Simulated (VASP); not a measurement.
# Ga (Cmce) in VASP: further runs, part 2 of 2

VASP 6.6.1.

**4. Single point, LDA**

The input, INCAR:

```
ALGO     = Normal         # electronic algorithm
EDIFF    = 1E-6           # SCF threshold, eV
ENCUT    = 520            # plane-wave cutoff, eV
GGA      = CA             # functional
ISIF     = 2              # what is computed and relaxed
ISMEAR   = -1             # smearing method
LASPH    = T              # aspherical terms in the spheres
LCHARG   = F              # write CHGCAR
LREAL    = F              # projectors in reciprocal space
LWAVE    = F              # write WAVECAR
NBANDS   = 34             # bands
NELM     = 80             # most SCF steps
PREC     = Accurate       # precision mode
SIGMA    = 0.1            # smearing width, eV
```

The input, KPOINTS:

```
k-points
0
Gamma
  9 9 8
```

The input, POSCAR:

```
Ga
1.0
    2.2178908173     -3.7419137528      0.0000000000
    2.2178908173      3.7419137528      0.0000000000
    0.0000000000      0.0000000000      4.4249628129
Ga
4
Direct
    0.8443628362      0.1556371638      0.0859373133
    0.6556371638      0.3443628362      0.5859373133
    0.1556371638      0.8443628362      0.9140626867
    0.3443628362      0.6556371638      0.4140626867
```

Potentials or basis: VASP PAW LDA potentials, release 64 (Ga_d).

Command:

```bash
$ cat potpaw_LDA.64/Ga_d/POTCAR > POTCAR
$ mpirun -np 1 vasp_std > vasp.out
```

OUTCAR:

```text
EDIFF = 1E-6
   ENCUT = 520
   GGA = CA
   ISIF = 2
   ISMEAR = -1
   LASPH = T
   LREAL = F
   NELM = 80
   PREC = Accurate

 ion  position               nearest neighbor table
   1  0.844  0.156  0.086-   3 2.45   2 2.62   2 2.62   4 2.65   4 2.65   3 2.74   3 2.74
   2  0.656  0.344  0.586-   4 2.45   1 2.62   1 2.62   3 2.65   3 2.65   4 2.74   4 2.74
   3  0.156  0.844  0.914-   1 2.45   4 2.62   4 2.62   2 2.65   2 2.65   1 2.74   1 2.74
   4  0.344  0.656  0.414-   2 2.45   3 2.62   3 2.62   1 2.65   1 2.65   2 2.74   2 2.74

  LATTYP: Found a base centered orthorhombic cell.
 ALAT       =     4.4357816346
 B/A-ratio  =     1.6871496665
 C/A-ratio  =     0.9975610112

  Lattice vectors:

 A1 = (   2.2178908173,  -3.7419137528,   0.0000000000)
 A2 = (   2.2178908173,   3.7419137528,   0.0000000000)
 A3 = (   0.0000000000,   0.0000000000,   4.4249628129)

Analysis of symmetry for initial positions (statically):
=====================================================================
 Subroutine PRICEL returns:
 Original cell was already a primitive cell.

 Routine SETGRP: Setting up the symmetry group for a
 base centered orthorhombic supercell.

 Subroutine GETGRP returns: Found  8 space group operations
 (whereof  4 operations were pure point group operations)
 out of a pool of  8 trial point group operations.

The static configuration has the point symmetry C_2h.
 The point group associated with its full space group is D_2h.

Analysis of symmetry for dynamics (positions and initial velocities):
=====================================================================
 Subroutine PRICEL returns:
 Original cell was already a primitive cell.

 Routine SETGRP: Setting up the symmetry group for a
 base centered orthorhombic supercell.

 Subroutine GETGRP returns: Found  8 space group operations
 (whereof  4 operations were pure point group operations)
 out of a pool of  8 trial point group operations.

The dynamic configuration has the point symmetry C_2h.
 The point group associated with its full space group is D_2h.

 Subroutine INISYM returns: Found  8 space group operations
 (whereof  4 operations are pure point group operations),
 and found     1 'primitive' translations

----------------------------------------------------------------------------------------

                                     Primitive cell

  volume of cell :      73.4469

  direct lattice vectors                    reciprocal lattice vectors
     2.217890817 -3.741913753  0.000000000     0.225439411 -0.133621466  0.000000000
     2.217890817  3.741913753  0.000000000     0.225439411  0.133621466  0.000000000
     0.000000000  0.000000000  4.424962813     0.000000000  0.000000000  0.225990600

  length of vectors
     4.349822779  4.349822779  4.424962813     0.262064160  0.262064160  0.225990600

  position of ions in fractional coordinates (direct lattice)
     0.844362836  0.155637164  0.085937313
     0.655637164  0.344362836  0.585937313
     0.155637164  0.844362836  0.914062687
     0.344362836  0.655637164  0.414062687

  ion indices of the primitive-cell ions
   primitive index   ion index
                 1           1
                 2           2
                 3           3
                 4           4

[... 26 lines left out ...]
 Following reciprocal coordinates:
            Coordinates               Weight
  0.000000  0.000000  0.000000      1.000000
  0.111111  0.000000  0.000000      4.000000
  0.222222 -0.000000  0.000000      4.000000
  0.333333 -0.000000  0.000000      4.000000
  0.444444 -0.000000  0.000000      4.000000
  0.111111  0.111111  0.000000      2.000000
[... 16 lines left out ...]
 -0.333333  0.333333  0.000000      2.000000
  0.444444  0.444444  0.000000      2.000000
 [... further k-points ...]
   k-points           NKPTS =    125   k-points in BZ     NKDIM =    125   number of bands    NBANDS=     34
   number of dos      NEDOS =    301   number of ions     NIONS =      4
   total plane-waves  NPLWV =  36864
   dimension x,y,z NGX =    32 NGY =   32 NGZ =   36
   dimension x,y,z NGXF=    64 NGYF=   64 NGZF=   72
   ions per type =               4
   NGX,Y,Z   is equivalent  to a cutoff of  12.23, 12.23, 13.53 a.u.
   NGXF,Y,Z  is equivalent  to a cutoff of  24.46, 24.46, 27.05 a.u.
 SYSTEM =  unknown system
   PREC   = accura    normal or accurate (medium, high low for compatibility)
   ISTART =      0    job   : 0-new  1-cont  2-samecut
   ICHARG =      2    charge: 1-file 2-atom 10-const
   ISPIN  =      1    spin polarized calculation?
   LNONCOLLINEAR =      F non collinear calculations
   LSORBIT =      F    spin-orbit coupling
   LASPH  =      T    aspherical Exc in radial PAW
   ENCUT  =  520.0 eV  38.22 Ry    6.18 a.u.   8.09  8.09  8.23*2*pi/ulx,y,z
   NELM   =     80;   NELMIN=  2; NELMDL= -5     # of ELM steps
   EDIFF  = 0.1E-05   stopping-criterion for ELM
   LREAL  =      F    real-space projection
   EDIFFG = 0.1E-04   stopping-criterion for IOM
   NSW    =      0    number of steps for IOM
   IBRION =     -1    ionic relax: 0-MD 1-quasi-New 2-CG
   NFREE  =      0    steps in history (QN), initial steepest desc. (CG)
   ISIF   =      2    stress and relaxation
   ISYM   =      2    0-nonsym 1-usesym 2-fastsym
   POTIM  = 0.5000    time-step for ionic-motion
   TEBEG  =    0.0;   TEEND  =   0.0 temperature during run
   PSTRESS=    0.0 pullay stress
   NELECT =      52.0000    total number of electrons
   NUPDOWN=      -1.0000    fix difference up-down
   EMIN   =  10.00;   EMAX   =-10.00  energy-range for DOS
   EFERMI =   0.00;   METHOD = LEGACY
   ISMEAR =    -1;   SIGMA  =   0.10  broadening in eV -4-tet -1-fermi 0-gaus
   EFERMI_NEDOS =   21; number of points for ismear=-14 and -15
   IALGO  =     38    algorithm
   IMIX   =      4    mixing-type and parameters
     AMIX     =   0.40;   BMIX     =  1.00
     AMIX_MAG =   1.60;   BMIX_MAG =  1.00
  volume/ion in A,a.u.               =      18.36       123.91
  Fermi-wavevector in a.u.,A,eV,Ry     =   1.459099  2.757297 28.966394  2.128970
  Thomas-Fermi vector in A             =   2.575706
   LORBIT       =      0    0 simple, 1 ext, 2 COOP (PROOUT), +10 PAW based schemes
   GGA     = CA    functional components
   LHFCALC =     F    Hartree Fock is set to
   AEXX    =    0.0000 exact exchange contribution
   IVDW    =     0    specifies the selected vdW correction
   LEPSILON=     F    determine dielectric tensor
   LRPA    =     F    only Hartree local field effects (RPA)
 non-spin polarized calculation
  energy-cutoff  :      520.00
  volume of cell :       73.45
 maximum number of plane-waves:      2004
   NGX = 17   NGY = 17   NGZ = 17

 number of electron      52.0000021 magnetization

 Free energy of the ion-electron system (eV)
  ---------------------------------------------------
  ext. energy  EPLUGINS =         0.00000000
  ---------------------------------------------------
  free energy    TOTEN  =       -14.43583739 eV

  energy without entropy =      -14.40428757  energy(sigma->0) =      -14.42006248

 E-fermi :   5.3151     XC(G=0): -11.3002

 val. band max:        5.3098735495   @ k =  -0.3333   0.3333   0.3750
 cond. band min:       5.3160593459   @ k =  -0.4444   0.3333   0.3750
 fundamental gap:      0.0061857964
 Fermi energy:         5.3151316155

 k-point     1 :       0.0000    0.0000    0.0000
  band No.  band energies     occupation
      1      -9.9827      2.00000
      2      -9.9764      2.00000
      3      -9.9429      2.00000
      4      -9.9240      2.00000
      5      -9.8942      2.00000
      6      -9.8692      2.00000
[... 877 lines left out ...]
     33      12.3451      0.00000
     34      13.4692      0.00000

 [... further k-points ...]

------------------------ aborting loop because EDIFF is reached ----------------------------------------

  FORCE on cell =-STRESS in cart. coord.  units (eV):
  Direction    XX          YY          ZZ          XY          YZ          ZX
  --------------------------------------------------------------------------------------
  -------------------------------------------------------------------------------------
  Total        0.1568360      0.0421167      0.0642259      0.0000000     -0.0000000      0.0000000
  in kB        3.4212338      0.9187380      1.4010297      0.0000000     -0.0000000      0.0000000
  external PRESSURE =       1.9136672 kB  Pullay stress =       0.0000000 kB

 VOLUME and BASIS-vectors are now :
 -----------------------------------------------------------------------------
  energy-cutoff  :      520.00
  volume of cell :       73.45
      direct lattice vectors                 reciprocal lattice vectors
     2.217890817 -3.741913753  0.000000000     0.225439411 -0.133621466  0.000000000
     2.217890817  3.741913753  0.000000000     0.225439411  0.133621466  0.000000000
     0.000000000  0.000000000  4.424962813     0.000000000  0.000000000  0.225990600

 POSITION                                       TOTAL-FORCE (eV/Angst)
 -----------------------------------------------------------------------------------
      2.21789     -2.57715      0.38027         0.000000      0.014768     -0.003388
      2.21789     -1.16476      2.59275         0.000000     -0.014768     -0.003388
      2.21789      2.57715      4.04469         0.000000     -0.014768      0.003388
      2.21789      1.16476      1.83221         0.000000      0.014768      0.003388
 -----------------------------------------------------------------------------------
    total drift:                                0.000000      0.000000      0.000000

  FREE ENERGIE OF THE ION-ELECTRON SYSTEM (eV)
  ---------------------------------------------------
  free  energy   TOTEN  =       -14.4358373872 eV

  energy  without entropy=      -14.4042875731  energy(sigma->0) =      -14.42006248
```

Wall time 3 min (1 thread of Intel Xeon Platinum 8488C (Sapphire Rapids), shared host); peak memory 0.31 GiB.

Results:

```yaml
Free_energy: -14.4358 eV
Pressure: 0.2 GPa
Largest_force: 0.015 eV/Å
Band_gap_on_the_k_mesh: zero (bands 26 and 27 overlap by 1.39 eV)
```

Forces in eV/Å, atoms in the order of the input:
```
Ga   0.000  0.015 -0.003
Ga   0.000 -0.015 -0.003
Ga   0.000 -0.015  0.003
Ga   0.000  0.015  0.003
```

Stress tensor (GPa, compression positive):
```
0.34 0.00 0.00
0.00 0.09 0.00
0.00 0.00 0.14
```

**5. The runs side by side**

```csv
k mesh,smearing,gap on the mesh (eV),pressure (GPa),largest force (eV/Å)
8 × 8 × 7,methfessel-paxton 0.6 eV,none,0.1,-
8 × 8 × 7,methfessel-paxton 1 eV,none,0.0,0.04
9 × 9 × 8,fermi-dirac 0.1 eV,none,0.2,0.02
```

Alike in all rows: task single point; level LDA; potentials or basis VASP PAW LDA potentials, release 64 (Ga_d); no spin polarisation; cell as given; cutoff (eV) 520.

Caveats: so wide a smearing shifts energies and pressures (at least some runs).

Absolute energies hang on the potentials; compare differences alone.

The gap in the log of VASP goes by the Fermi energy; the results here count the filled bands.